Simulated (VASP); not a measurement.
# Si2Mo (P1) in VASP: single point with PBE

Aim: the single point of Si2Mo with PBE.

All numbers are computed with VASP 6.6.1; they aren't measurements. Logs are shortened: lines on timing, memory, paths and dates and some standing lists are left out, and cuts for length are marked.

### Step 1. The cell of the first run

The typed cell holds 9 atoms: a = 4.585 Å, b = 4.585 Å, c = 6.580 Å, α = 90.00°, β = 90.00°, γ = 120.00°.

### Step 2. Single point, PBE (atoms moved at random)

The input, INCAR:

```
SYSTEM = Si2Mo
PREC = Accurate ; ENCUT = 520
EDIFF = 1E-7 ; ISMEAR = -1
SIGMA = 0.05 ; LREAL = .FALSE.
LASPH = .TRUE. ; NELM = 80
ALGO = Normal ; ISIF = 2
LWAVE = .FALSE. ; LCHARG = .FALSE.
GGA = PE ; NBANDS = 43
```

The input, KPOINTS:

```
regular mesh
0
G
  7 7 4
  0 0 0
```

The input, POSCAR:

```
Si2Mo
1.0
    4.5854715599      0.0000000000      0.0000000000
   -2.2927357800      3.9711348592      0.0000000000
    0.0000000000      0.0000000000      6.5797601000
Mo Si
3 6
Direct
    0.5143700000      0.5086720000      0.8308830000
   -0.0002030000      0.5120570000      0.1692280000
    0.5012730000     -0.0111650000      0.5006990000
    0.1592990000      0.3265280000      0.4904660000
    0.6800010000      0.8371490000      0.1584730000
    0.8333150000      0.1682620000      0.8340370000
    0.8313390000      0.6752710000      0.4959280000
    0.3312070000      0.1603700000      0.1631710000
    0.1594850000      0.8306400000      0.8336350000
```

Potentials or basis: VASP PAW PBE potentials, release 64 (Mo_sv, Si).

Launch:

```console
cat potpaw_PBE.64/Mo_sv/POTCAR potpaw_PBE.64/Si/POTCAR > POTCAR
mpirun -np 1 vasp_std > vasp.out
```

OUTCAR:

```text
SYSTEM = Si2Mo
   PREC = Accurate
   ENCUT = 520
   EDIFF = 1E-7
   ISMEAR = -1
   LREAL = .FALSE.
   LASPH = .TRUE.
   NELM = 80
   ISIF = 2
   GGA = PE

 ion  position               nearest neighbor table
   1  0.514  0.509  0.831-   5 2.52   7 2.54   9 2.56   8 2.59   6 2.62   6 2.62   4 2.65   9 2.69
                             9 2.69   6 2.70   3 3.12   2 3.14   3 3.20   2 3.25
   2  1.000  0.512  0.169-   4 2.52   7 2.52   9 2.54   5 2.56   8 2.58   6 2.59   8 2.66   5 2.68
                             5 2.70   8 2.71   3 3.13   1 3.14   3 3.20   1 3.25
   3  0.501  0.989  0.501-   7 2.56   6 2.56   9 2.58   8 2.60   5 2.61   4 2.61   4 2.63   7 2.66
                             4 2.70   7 2.73   1 3.12   2 3.13   2 3.20   1 3.20
   4  0.159  0.327  0.490-   2 2.52   8 2.54   7 2.59   6 2.61   3 2.61   3 2.63   1 2.65   7 2.67
                             7 2.69   3 2.70   5 3.12
   5  0.680  0.837  0.158-   6 2.51   1 2.52   7 2.55   2 2.56   8 2.59   3 2.61   8 2.67   2 2.68
                             8 2.69   2 2.70   9 3.08   4 3.12
   6  0.833  0.168  0.834-   5 2.51   3 2.56   2 2.59   4 2.61   1 2.62   1 2.62   9 2.63   9 2.64
                             9 2.68   1 2.70   8 3.15
   7  0.831  0.675  0.496-   2 2.52   1 2.54   5 2.55   3 2.56   9 2.58   4 2.59   3 2.66   4 2.67
                             4 2.69   3 2.73   8 3.15
   8  0.331  0.160  0.163-   9 2.53   4 2.54   2 2.58   5 2.59   1 2.59   3 2.60   2 2.66   5 2.67
                             5 2.69   2 2.71   7 3.15   6 3.15
   9  0.159  0.831  0.834-   8 2.53   2 2.54   1 2.56   7 2.58   3 2.58   6 2.63   6 2.64   6 2.68
                             1 2.69   1 2.69   5 3.08

  LATTYP: Found a hexagonal cell.
 ALAT       =     4.5854715599
 C/A-ratio  =     1.4349146024

  Lattice vectors:

 A1 = (   4.5854715599,   0.0000000000,   0.0000000000)
 A2 = (  -2.2927357800,   3.9711348592,   0.0000000000)
 A3 = (   0.0000000000,   0.0000000000,   6.5797601000)

Analysis of symmetry for initial positions (statically):
=====================================================================
 Subroutine PRICEL returns:
 Original cell was already a primitive cell.

 Routine SETGRP: Setting up the symmetry group for a
 hexagonal supercell.

 Subroutine GETGRP returns: Found  1 space group operations
 (whereof  1 operations were pure point group operations)
 out of a pool of 24 trial point group operations.

The static configuration has the point symmetry C_1 .

Analysis of symmetry for dynamics (positions and initial velocities):
=====================================================================
 Subroutine PRICEL returns:
 Original cell was already a primitive cell.

 Routine SETGRP: Setting up the symmetry group for a
 hexagonal supercell.

[... 130 lines left out ...]
   NUPDOWN=      -1.0000    fix difference up-down
   EMIN   =  10.00;   EMAX   =-10.00  energy-range for DOS
   EFERMI =   0.00;   METHOD = LEGACY
   ISMEAR =    -1;   SIGMA  =   0.05  broadening in eV -4-tet -1-fermi 0-gaus
   EFERMI_NEDOS =   21; number of points for ismear=-14 and -15
   IALGO  =     38    algorithm
   IMIX   =      4    mixing-type and parameters
     AMIX     =   0.40;   BMIX     =  1.00
     AMIX_MAG =   1.60;   BMIX_MAG =  1.00
  volume/ion in A,a.u.               =      13.31        89.84
  Fermi-wavevector in a.u.,A,eV,Ry     =   1.342002  2.536017 24.503685  1.800970
  Thomas-Fermi vector in A             =   2.470191
   LORBIT       =      0    0 simple, 1 ext, 2 COOP (PROOUT), +10 PAW based schemes
   GGA     = PE    functional components
   LHFCALC =     F    Hartree Fock is set to
   AEXX    =    0.0000 exact exchange contribution
   IVDW    =     0    specifies the selected vdW correction
   LEPSILON=     F    determine dielectric tensor
   LRPA    =     F    only Hartree local field effects (RPA)
 non-spin polarized calculation
  energy-cutoff  :      520.00
  volume of cell :      119.81
 maximum number of plane-waves:      3300
 NGX is ok and might be reduce to    36
   NGX = 17   NGY = 17   NGZ = 25

 number of electron      66.0000000 magnetization

 Free energy of the ion-electron system (eV)
  ---------------------------------------------------
  ext. energy  EPLUGINS =         0.00000000
  ---------------------------------------------------
  free energy    TOTEN  =       -69.33710850 eV

  energy without entropy =      -69.33419186  energy(sigma->0) =      -69.33565018

 E-fermi :  12.8948     XC(G=0): -12.4577

 val. band max:       12.8412432944   @ k =   0.4286  -0.0000   0.5000
 cond. band min:      12.9033827317   @ k =   0.0000   0.4286   0.0000
 fundamental gap:      0.0621394373
 Fermi energy:        12.8947743159

 k-point     1 :       0.0000    0.0000    0.0000
  band No.  band energies     occupation
      1     -48.2330      2.00000
      2     -48.2070      2.00000
      3     -48.1844      2.00000
      4     -22.4983      2.00000
      5     -22.4772      2.00000
      6     -22.4714      2.00000
[... 1093 lines left out ...]
     42      16.1497      0.00000
     43      16.7353      0.00000

 [... further k-points ...]

------------------------ aborting loop because EDIFF is reached ----------------------------------------

  FORCE on cell =-STRESS in cart. coord.  units (eV):
  Direction    XX          YY          ZZ          XY          YZ          ZX
  --------------------------------------------------------------------------------------
  -------------------------------------------------------------------------------------
  Total        3.4141158      3.3686585      3.0938397     -0.0947577     -0.1597209      0.5614421
  in kB       45.6541360     45.0462741     41.3713494     -1.2671156     -2.1358144      7.5076995
  external PRESSURE =      44.0239199 kB  Pullay stress =       0.0000000 kB

 VOLUME and BASIS-vectors are now :
 -----------------------------------------------------------------------------
  energy-cutoff  :      520.00
  volume of cell :      119.81
      direct lattice vectors                 reciprocal lattice vectors
     4.585471560  0.000000000  0.000000000     0.218080079  0.125908592  0.000000000
    -2.292735780  3.971134859  0.000000000     0.000000000  0.251817185  0.000000000
     0.000000000  0.000000000  6.579760100     0.000000000  0.000000000  0.151981225

 POSITION                                       TOTAL-FORCE (eV/Angst)
 -----------------------------------------------------------------------------------
      1.19238      2.02001      5.46701        -0.907703     -0.836059      0.204451
      3.41053      2.03345      1.11348         0.775188     -0.967700     -0.630592
      0.03144      3.92680      3.29448        -0.683058      0.916381     -0.428987
     -0.01818      1.29669      3.22715         0.329631     -0.055428      0.711996
      1.19876      3.32443      1.04271        -0.417901      0.201438      0.576978
      3.43536      0.66819      5.48776         0.369665      0.057985     -0.221095
      2.26386      2.68159      3.26309         0.320218     -0.093909      0.211665
      1.15105      0.63685      1.07363        -0.009636      0.358218      0.084696
     -1.17312      3.29858      5.48512         0.223596      0.419074     -0.509113
 -----------------------------------------------------------------------------------
    total drift:                                0.000048     -0.000003     -0.000016

  FREE ENERGIE OF THE ION-ELECTRON SYSTEM (eV)
  ---------------------------------------------------
  free  energy   TOTEN  =       -69.3371084982 eV

  energy  without entropy=      -69.3341918578  energy(sigma->0) =      -69.33565018
```

OSZICAR:

```text
N       E                     dE             d eps       ncg     rms          rms(c)
DAV:   1     0.545053536159E+03    0.54505E+03   -0.36517E+04  9082   0.148E+03
DAV:   2    -0.460661899063E+02   -0.59112E+03   -0.57079E+03  9683   0.397E+02
DAV:   3    -0.713673905498E+02   -0.25301E+02   -0.24739E+02 11065   0.719E+01
DAV:   4    -0.718178217504E+02   -0.45043E+00   -0.44752E+00 10516   0.894E+00
DAV:   5    -0.718256787950E+02   -0.78570E-02   -0.78429E-02 10689   0.119E+00    0.377E+01
DAV:   6    -0.697833504231E+02    0.20423E+01   -0.16670E+01  9959   0.189E+01    0.868E+00
DAV:   7    -0.694658833729E+02    0.31747E+00   -0.30666E+00  9858   0.802E+00    0.823E+00
DAV:   8    -0.693609072589E+02    0.10498E+00   -0.52140E-01  9951   0.419E+00    0.152E+00
DAV:   9    -0.693382399849E+02    0.22667E-01   -0.10717E-01 10402   0.206E+00    0.490E-01
DAV:  10    -0.693372052015E+02    0.10348E-02   -0.76558E-03 10128   0.585E-01    0.351E-01
DAV:  11    -0.693371173667E+02    0.87835E-04   -0.10040E-03 10323   0.198E-01    0.124E-01
DAV:  12    -0.693371411119E+02   -0.23745E-04   -0.23309E-04 10981   0.132E-01    0.518E-02
DAV:  13    -0.693371180253E+02    0.23087E-04   -0.97578E-05 10265   0.881E-02    0.277E-02
DAV:  14    -0.693371092652E+02    0.87601E-05   -0.21665E-05  9840   0.309E-02    0.940E-03
DAV:  15    -0.693371089203E+02    0.34485E-06   -0.13969E-06 10428   0.627E-03    0.242E-03
DAV:  16    -0.693371086530E+02    0.26726E-06   -0.54165E-08  5323   0.146E-03    0.112E-03
DAV:  17    -0.693371085226E+02    0.13040E-06   -0.13607E-08  5145   0.647E-04    0.312E-04
DAV:  18    -0.693371084982E+02    0.24398E-07   -0.25818E-09  5099   0.288E-04
   1 F= -.69337108E+02 E0= -.69335650E+02  d E =-.291664E-02
```

stdout:

```text
POSCAR found type information on POSCAR MoSi
 POSCAR found :  2 types and       9 ions
 scaLAPACK will be used
 LDA part: xc-table for (Slater+PW92), standard interpolation
 POSCAR, INCAR and KPOINTS ok, starting setup
 FFT: planning ... GRIDC
 FFT: planning ... GRID_SOFT
 FFT: planning ... GRID
 WAVECAR not read
 entering main loop
```

Run time: 9.4 min. Hardware: 1 thread of Intel Xeon Platinum 8259CL at 2.50GHz (Skylake/Cascade Lake), shared host; peak memory 0.51 GiB.

Results:

| Item | Value |
| --- | --- |
| Free energy | -69.3371 eV |
| Pressure | 4.4 GPa |
| Largest force | 1.391 eV/Å |
| Band gap on the k mesh | 0.06 eV (least direct gap 0.54 eV) |

Forces in eV/Å, atoms in the order of the input:
```
Mo  -0.908 -0.836  0.204
Mo   0.775 -0.968 -0.631
Mo  -0.683  0.916 -0.429
Si   0.330 -0.055  0.712
Si  -0.418  0.201  0.577
Si   0.370  0.058 -0.221
Si   0.320 -0.094  0.212
Si  -0.010  0.358  0.085
Si   0.224  0.419 -0.509
```

Stress tensor (GPa, compression positive):
```
 4.57 -0.13  0.75
-0.13  4.50 -0.21
 0.75 -0.21  4.14
```

Caveat: the cell differs from its parent crystal (atoms moved at random); the cell stands under pressure; an odd mesh through Γ misses points on the zone boundary, where band edges can lie; forces of over 1 eV/Å act on the atoms, so gaps and moduli don't describe the material at rest.
